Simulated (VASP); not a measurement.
# BN (P6_3mc) in VASP: further runs

Runs on BN. Level: r2SCAN. Tasks: single point.

Program: VASP 6.6.1. These are calculated values, not measurements. Logs are shortened: lines on timing, memory, paths and dates and some standing lists are left out, and cuts for length are marked.

### Step 1. The cell of the first run

Symmetry: P6_3mc, No. 186, hexagonal system. The conventional cell has a = 2.509 Å, b = 2.509 Å, c = 4.150 Å, α = 90.00°, β = 90.00°, γ = 120.00°. B (site symmetry 3m) has 4 N at 1.54 to 1.55 Å within 2.1 Å. N (site symmetry 3m) has 4 B at 1.54 to 1.55 Å within 2.1 Å.

### Step 2. Single point, r2SCAN

File POSCAR:

```
BN
1.0
    2.5090277929      0.0000000029      0.0000000000
   -1.2545138990      2.1728818060      0.0000000000
    0.0000000000      0.0000000000      4.1501349200
B N
2 2
Direct
    0.6666666667      0.3333333333      0.0003497506
    0.3333333333      0.6666666667      0.5003497506
    0.6666666667      0.3333333333      0.3746502494
    0.3333333333      0.6666666667      0.8746502494
```

File INCAR.step1:

```
SYSTEM = BN
PREC = Accurate ; ENCUT = 520
ISMEAR = -1 ; SIGMA = 0.02
LREAL = .False. ; LASPH = .True.
NELM = 100 ; NBANDS = 16
GGA = PE ; ALGO = Normal
EDIFF = 1E-4 ; LWAVE = .True.
LCHARG = .False.
```

File INCAR.step2:

```
SYSTEM = BN
PREC = Accurate ; ENCUT = 520
EDIFF = 1E-6 ; ISMEAR = -1
SIGMA = 0.02 ; LREAL = .False.
LASPH = .True. ; NELM = 100
ALGO = Normal ; ISIF = 2
LWAVE = .False. ; LCHARG = .False.
METAGGA = R2SCAN ; LMIXTAU = .True.
NBANDS = 16 ; ISTART = 1
```

File KPOINTS:

```
regular mesh
0
Gamma
  12 12 8
  0 0 0
```

Potentials or basis: VASP PAW PBE potentials, release 64 (B, N).

Launch:

```
> cat potpaw_PBE.64/B/POTCAR potpaw_PBE.64/N/POTCAR > POTCAR
> cp INCAR.step1 INCAR
> mpirun -np 1 vasp_std > vasp.out
> cp INCAR.step2 INCAR
> mpirun -np 1 vasp_std > vasp.out
```

OUTCAR:

```text
SYSTEM = BN
   PREC = Accurate
   ENCUT = 520
   EDIFF = 1E-6
   ISMEAR = -1
   LREAL = .False.
   LASPH = .True.
   NELM = 100
   ISIF = 2
   METAGGA = R2SCAN
   ISTART = 1

 ion  position               nearest neighbor table
   1  0.667  0.333  0.000-   4 1.54   4 1.54   4 1.54   3 1.55
   2  0.333  0.667  0.500-   3 1.54   3 1.54   3 1.54   4 1.55
   3  0.667  0.333  0.375-   2 1.54   2 1.54   2 1.54   1 1.55
   4  0.333  0.667  0.875-   1 1.54   1 1.54   1 1.54   2 1.55

  LATTYP: Found a hexagonal cell.
 ALAT       =     2.5090277929
 C/A-ratio  =     1.6540808881

  Lattice vectors:

 A1 = (   2.5090277929,   0.0000000029,   0.0000000000)
 A2 = (  -1.2545138990,   2.1728818060,   0.0000000000)
 A3 = (   0.0000000000,   0.0000000000,   4.1501349200)

Analysis of symmetry for initial positions (statically):
=====================================================================
 Subroutine PRICEL returns:
 Original cell was already a primitive cell.

 Routine SETGRP: Setting up the symmetry group for a
 hexagonal supercell.

 Subroutine GETGRP returns: Found 12 space group operations
 (whereof  6 operations were pure point group operations)
 out of a pool of 24 trial point group operations.

The static configuration has the point symmetry C_3v.
 The point group associated with its full space group is C_6v.

Analysis of symmetry for dynamics (positions and initial velocities):
=====================================================================
 Subroutine PRICEL returns:
 Original cell was already a primitive cell.

 Routine SETGRP: Setting up the symmetry group for a
 hexagonal supercell.

 Subroutine GETGRP returns: Found 12 space group operations
 (whereof  6 operations were pure point group operations)
 out of a pool of 24 trial point group operations.

The dynamic configuration has the point symmetry C_3v.
 The point group associated with its full space group is C_6v.

 Subroutine INISYM returns: Found 12 space group operations
 (whereof  6 operations are pure point group operations),
 and found     1 'primitive' translations

----------------------------------------------------------------------------------------

                                     Primitive cell

  volume of cell :      22.6258

  direct lattice vectors                    reciprocal lattice vectors
     2.509027793  0.000000003  0.000000000     0.398560750  0.230109157  0.000000000
    -1.254513899  2.172881806  0.000000000    -0.000000001  0.460218313  0.000000000
     0.000000000  0.000000000  4.150134920     0.000000000  0.000000000  0.240956022

  length of vectors
     2.509027793  2.509027793  4.150134920     0.460218313  0.460218313  0.240956022

  position of ions in fractional coordinates (direct lattice)
     0.666666667  0.333333333  0.000349751
     0.333333333  0.666666667  0.500349751
     0.666666667  0.333333333  0.374650249
     0.333333333  0.666666667  0.874650249

  ion indices of the primitive-cell ions
   primitive index   ion index
                 1           1
                 2           2
                 3           3
                 4           4

----------------------------------------------------------------------------------------

 KPOINTS: regular mesh

Automatic generation of k-mesh.
 Grid dimensions read from file:
 generate k-points for:   12   12    8

 Generating k-lattice:

  Cartesian coordinates                     Fractional coordinates (reciprocal lattice)
     0.033213396  0.019175763  0.000000000     0.083333333  0.000000000  0.000000000
    -0.000000000  0.038351526  0.000000000     0.000000000  0.083333333  0.000000000
     0.000000000  0.000000000  0.030119503     0.000000000  0.000000000  0.125000000

  Length of vectors
     0.038351526  0.038351526  0.030119503

  Shift w.r.t. Gamma in fractional coordinates (k-lattice)
     0.000000000  0.000000000  0.000000000

 Subroutine IBZKPT returns following result:
 ===========================================

 Found     95 irreducible k-points:

 Following reciprocal coordinates:
            Coordinates               Weight
  0.000000  0.000000  0.000000      1.000000
  0.083333 -0.000000  0.000000      6.000000
  0.166667 -0.000000  0.000000      6.000000
  0.250000  0.000000  0.000000      6.000000
  0.333333 -0.000000  0.000000      6.000000
  0.416667  0.000000  0.000000      6.000000
[... 16 lines left out ...]
  0.250000  0.000000  0.125000     12.000000
  0.333333 -0.000000  0.125000     12.000000
 [... further k-points ...]
   k-points           NKPTS =     95   k-points in BZ     NKDIM =     95   number of bands    NBANDS=     16
   number of dos      NEDOS =    301   number of ions     NIONS =      4
   total plane-waves  NPLWV =  12800
   dimension x,y,z NGX =    20 NGY =   20 NGZ =   32
   dimension x,y,z NGXF=    40 NGYF=   40 NGZF=   64
   ions per type =               2   2
   NGX,Y,Z   is equivalent  to a cutoff of  13.25, 13.25, 12.82 a.u.
   NGXF,Y,Z  is equivalent  to a cutoff of  26.50, 26.50, 25.64 a.u.
 SYSTEM =  BN
   PREC   = accura    normal or accurate (medium, high low for compatibility)
   ISTART =      1    job   : 0-new  1-cont  2-samecut
   ICHARG =      0    charge: 1-file 2-atom 10-const
   ISPIN  =      1    spin polarized calculation?
   LNONCOLLINEAR =      F non collinear calculations
   LSORBIT =      F    spin-orbit coupling
   LASPH  =      T    aspherical Exc in radial PAW
   ENCUT  =  520.0 eV  38.22 Ry    6.18 a.u.   4.67  4.67  7.72*2*pi/ulx,y,z
   NELM   =    100;   NELMIN=  2; NELMDL=  0     # of ELM steps
   EDIFF  = 0.1E-05   stopping-criterion for ELM
   LREAL  =      F    real-space projection
   EDIFFG = 0.1E-04   stopping-criterion for IOM
   NSW    =      0    number of steps for IOM
   IBRION =     -1    ionic relax: 0-MD 1-quasi-New 2-CG
   NFREE  =      0    steps in history (QN), initial steepest desc. (CG)
   ISIF   =      2    stress and relaxation
   ISYM   =      2    0-nonsym 1-usesym 2-fastsym
   POTIM  = 0.5000    time-step for ionic-motion
   TEBEG  =    0.0;   TEEND  =   0.0 temperature during run
   PSTRESS=    0.0 pullay stress
   NELECT =      16.0000    total number of electrons
   NUPDOWN=      -1.0000    fix difference up-down
   EMIN   =  10.00;   EMAX   =-10.00  energy-range for DOS
   EFERMI =   0.00;   METHOD = LEGACY
   ISMEAR =    -1;   SIGMA  =   0.02  broadening in eV -4-tet -1-fermi 0-gaus
   EFERMI_NEDOS =   21; number of points for ismear=-14 and -15
   IALGO  =     38    algorithm
   IMIX   =      4    mixing-type and parameters
     AMIX     =   0.40;   BMIX     =  1.00
     AMIX_MAG =   1.60;   BMIX_MAG =  1.00
  volume/ion in A,a.u.               =       5.66        38.17
  Fermi-wavevector in a.u.,A,eV,Ry     =   1.458524  2.756211 28.943566  2.127292
  Thomas-Fermi vector in A             =   2.575198
   LORBIT       =      0    0 simple, 1 ext, 2 COOP (PROOUT), +10 PAW based schemes
   METAGGA = R2SCAN    functional components
   LHFCALC =     F    Hartree Fock is set to
   AEXX    =    0.0000 exact exchange contribution
   IVDW    =     0    specifies the selected vdW correction
   LEPSILON=     F    determine dielectric tensor
   LRPA    =     F    only Hartree local field effects (RPA)
 non-spin polarized calculation
  energy-cutoff  :      520.00
  volume of cell :       22.63
 maximum number of plane-waves:       622
 NGX is ok and might be reduce to    20
   NGX =  9   NGY =  9   NGZ = 15

 number of electron      15.9999998 magnetization

 Free energy of the ion-electron system (eV)
  ---------------------------------------------------
  ext. energy  EPLUGINS =         0.00000000
  ---------------------------------------------------
  free energy    TOTEN  =       -38.20604709 eV

  energy without entropy =      -38.20604709  energy(sigma->0) =      -38.20604709

 E-fermi :   8.4225     XC(G=0): -13.8667

 val. band max:        7.9622412644   @ k =   0.0000   0.0000   0.0000
 cond. band min:      13.5988732387   @ k =   0.3333   0.3333   0.0000
 fundamental gap:      5.6366319743
 Fermi energy:         8.4225133413

 k-point     1 :       0.0000    0.0000    0.0000
  band No.  band energies     occupation
      1     -14.0366      2.00000
      2      -9.5954      2.00000
      3      -3.7907      2.00000
      4       5.6548      2.00000
      5       5.6548      2.00000
      6       7.6562      2.00000
[... 8 lines left out ...]
     15      21.0526      0.00000
     16      25.9757      0.00000

 k-point     2 :       0.0833   -0.0000    0.0000
  band No.  band energies     occupation
      1     -13.8745      2.00000
      2      -9.4705      2.00000
      3      -3.6305      2.00000
      4       4.9111      2.00000
      5       5.3463      2.00000
      6       7.3450      2.00000
[... 8 lines left out ...]
     15      21.5497      0.00000
     16      25.6693      0.00000

 k-point     3 :       0.1667   -0.0000    0.0000
  band No.  band energies     occupation
      1     -13.3935      2.00000
      2      -9.1132      2.00000
      3      -3.1559      2.00000
      4       3.1204      2.00000
      5       4.6237      2.00000
      6       5.8258      2.00000
[... 8 lines left out ...]
     15      22.8462      0.00000
     16      24.7451      0.00000

 k-point     4 :       0.2500    0.0000    0.0000
  band No.  band energies     occupation
      1     -12.6120      2.00000
      2      -8.5912      2.00000
      3      -2.3895      2.00000
      4       0.9999      2.00000
      5       3.8161      2.00000
      6       3.9169      2.00000
[... 8 lines left out ...]
     15      24.5316      0.00000
     16      25.0366      0.00000

 k-point     5 :       0.3333   -0.0000    0.0000
  band No.  band energies     occupation
      1     -11.5752      2.00000
      2      -8.0847      2.00000
      3      -1.4027      2.00000
      4      -0.8789      2.00000
      5       2.0048      2.00000
      6       3.1374      2.00000
[... 8 lines left out ...]
     15      25.5624      0.00000
     16      26.1768      0.00000

 k-point     6 :       0.4167    0.0000    0.0000
  band No.  band energies     occupation
      1     -10.4066      2.00000
      2      -7.9770      2.00000
      3      -2.0401      2.00000
      4      -0.3344      2.00000
      5       0.4663      2.00000
      6       2.6970      2.00000
[... 8 lines left out ...]
     15      25.8379      0.00000
     16      27.3702      0.00000
[... 267 lines left out ...]
 k-point    21 :       0.0833   -0.0000    0.1250
  band No.  band energies     occupation
      1     -13.7746      2.00000
      2      -9.8256      2.00000
      3      -3.0998      2.00000
      4       4.9871      2.00000
      5       5.4216      2.00000
      6       6.8701      2.00000
[... 8 lines left out ...]
     15      21.3484      0.00000
     16      25.4824      0.00000

 k-point    22 :       0.1667   -0.0000    0.1250
  band No.  band energies     occupation
      1     -13.2950      2.00000
      2      -9.4489      2.00000
      3      -2.6588      2.00000
      4       3.2089      2.00000
      5       4.7046      2.00000
      6       5.5548      2.00000
[... 8 lines left out ...]
     15      22.6411      0.00000
     16      24.8405      0.00000

 k-point    23 :       0.2500    0.0000    0.1250
  band No.  band energies     occupation
      1     -12.5165      2.00000
      2      -8.8877      2.00000
      3      -1.9827      2.00000
      4       1.1312      2.00000
      5       3.6392      2.00000
      6       3.9014      2.00000
[... 8 lines left out ...]
     15      24.3126      0.00000
     16      25.1385      0.00000

 k-point    24 :       0.3333   -0.0000    0.1250
  band No.  band energies     occupation
      1     -11.4857      2.00000
      2      -8.3066      2.00000
      3      -1.5355      2.00000
      4      -0.3081      2.00000
      5       1.7097      2.00000
      6       3.2255      2.00000
[... 8 lines left out ...]
     15      25.9243      0.00000
     16      26.0025      0.00000

 [... further k-points ...]
[... 5 lines left out ...]
  --------------------------------------------------------------------------------------
  -------------------------------------------------------------------------------------
  Total        2.6418358      2.6418358      2.6738236     -0.0000000      0.0000000      0.0000000
  in kB      187.0736464    187.0736464    189.3387666     -0.0000000      0.0000000      0.0000000
  external PRESSURE =     187.8286865 kB  Pullay stress =       0.0000000 kB

 VOLUME and BASIS-vectors are now :
 -----------------------------------------------------------------------------
  energy-cutoff  :      520.00
  volume of cell :       22.63
      direct lattice vectors                 reciprocal lattice vectors
     2.509027793  0.000000003  0.000000000     0.398560750  0.230109157  0.000000000
    -1.254513899  2.172881806  0.000000000    -0.000000001  0.460218313  0.000000000
     0.000000000  0.000000000  4.150134920     0.000000000  0.000000000  0.240956022

 POSITION                                       TOTAL-FORCE (eV/Angst)
 -----------------------------------------------------------------------------------
      1.25451      0.72429      0.00145        -0.000000     -0.000000      0.004378
     -0.00000      1.44859      2.07652         0.000000      0.000000      0.004378
      1.25451      0.72429      1.55485         0.000000     -0.000000     -0.004378
     -0.00000      1.44859      3.62992        -0.000000      0.000000     -0.004378
 -----------------------------------------------------------------------------------
    total drift:                                0.000000      0.000000     -0.002125

  FREE ENERGIE OF THE ION-ELECTRON SYSTEM (eV)
  ---------------------------------------------------
  free  energy   TOTEN  =       -38.2060470853 eV

  energy  without entropy=      -38.2060470853  energy(sigma->0) =      -38.20604709
```

It took 1.7 min on 1 thread of AMD EPYC 7R43 (Zen 3), shared host; peak memory 0.11 GiB.

What came out:

```
Free energy            : -38.2060 eV
Pressure               : 18.8 GPa
Largest force          : 0.004 eV/Å
Band gap on the k mesh : 5.64 eV, indirect (least direct gap 9.18 eV)
```

Forces on the atoms (eV/Å):
```
B    0.000  0.000  0.004
B    0.000  0.000  0.004
N    0.000  0.000 -0.004
N    0.000  0.000 -0.004
```

Stress tensor (GPa, compression positive):
```
18.71  0.00  0.00
 0.00 18.71  0.00
 0.00  0.00 18.93
```

Levels at points of the mesh, in eV from the valence-band top:
```csv
k point,band 4,band 5,band 6,band 7,band 8,band 9,band 10,band 11,band 12,band 13
"(0.00, 0.00, 0.00)",-2.31,-2.31,-0.31,0.00,0.00,9.24,9.24,9.56,10.75,12.22
"(0.50, 0.00, 0.00)",-8.42,-7.47,-5.42,-4.76,-2.29,7.45,8.73,11.58,12.63,14.37
"(0.00, 0.00, 0.50)",-6.16,-1.28,-1.28,-1.28,-1.28,10.65,10.65,10.91,10.91,10.91
"(0.50, 0.00, 0.50)",-10.79,-4.09,-4.09,-3.88,-3.88,7.36,7.36,11.01,11.01,15.73
```

Caveat: the PAW data sets were made with another functional, which shifts forces and pressure a little.

### Step 3. Single point, r2SCAN

This run uses another cell than the first one, of 5.77 Å³/atom, 1.021 times its volume.

File POSCAR:

```
BN
1.0
    2.5263319782      0.0000000000      0.0000000000
   -1.2631659891      2.1878676715      0.0000000000
    0.0000000000      0.0000000000      4.1787574400
B N
2 2
Direct
    0.6666666667      0.3333333333      0.0002749630
    0.3333333333      0.6666666667      0.5002749630
    0.6666666667      0.3333333333      0.3747250370
    0.3333333333      0.6666666667      0.8747250370
```

File INCAR.step1:

```
ALGO = Normal
EDIFF = 1E-4
ENCUT = 520
GGA = PE
ISMEAR = -1
LASPH = T
LCHARG = F
LREAL = F
LWAVE = T
NBANDS = 16
NELM = 100
PREC = Accurate
SIGMA = 0.02
```

File INCAR.step2:

```
ALGO = Normal
EDIFF = 1E-6
ENCUT = 520
ISIF = 2
ISMEAR = -1
ISTART = 1
LASPH = T
LCHARG = F
LMIXTAU = T
LREAL = F
LWAVE = F
METAGGA = R2SCAN
NBANDS = 16
NELM = 100
PREC = Accurate
SIGMA = 0.02
```

File KPOINTS:

```
k-points
0
Gamma
  12 12 8
```

Potentials or basis: VASP PAW PBE potentials, release 64 (B, N).

Launch:

```
> cat potpaw_PBE.64/B/POTCAR potpaw_PBE.64/N/POTCAR > POTCAR
> cp INCAR.step1 INCAR
> mpirun -np 1 vasp_std > vasp.out
> cp INCAR.step2 INCAR
> mpirun -np 1 vasp_std > vasp.out
```

Wall time 1.8 min (1 thread of AMD EPYC 7R43 (Zen 3), shared host); peak memory 0.12 GiB.

Results (log left out):

- Free energy: -38.2489 eV
- Pressure: 9.7 GPa
- Largest force: 0.004 eV/Å
- Band gap on the k mesh: 5.68 eV, indirect (least direct gap 9.08 eV)

Forces in eV/Å, atoms in the order of the input:
```
B    0.000  0.000  0.004
B    0.000  0.000  0.004
N    0.000  0.000 -0.004
N    0.000  0.000 -0.004
```

Levels at points of the mesh, in eV from the valence-band top:
```
           k point  band 5  band 6  band 7  band 8  band 9  band 10  band 11  band 12
(0.00, 0.00, 0.00)   -2.26   -0.29    0.00    0.00    9.16     9.16     9.44    10.48
(0.50, 0.00, 0.00)   -7.34   -5.30   -4.65   -2.24    7.38     8.67    11.48    12.44
(0.00, 0.00, 0.50)   -1.25   -1.25   -1.25   -1.25   10.45    10.45    10.80    10.80
(0.50, 0.00, 0.50)   -4.01   -4.01   -3.81   -3.81    7.28     7.28    10.87    10.87
```

Caveat: the PAW data sets were made with another functional, which shifts forces and pressure a little. A k mesh can miss the band edges.
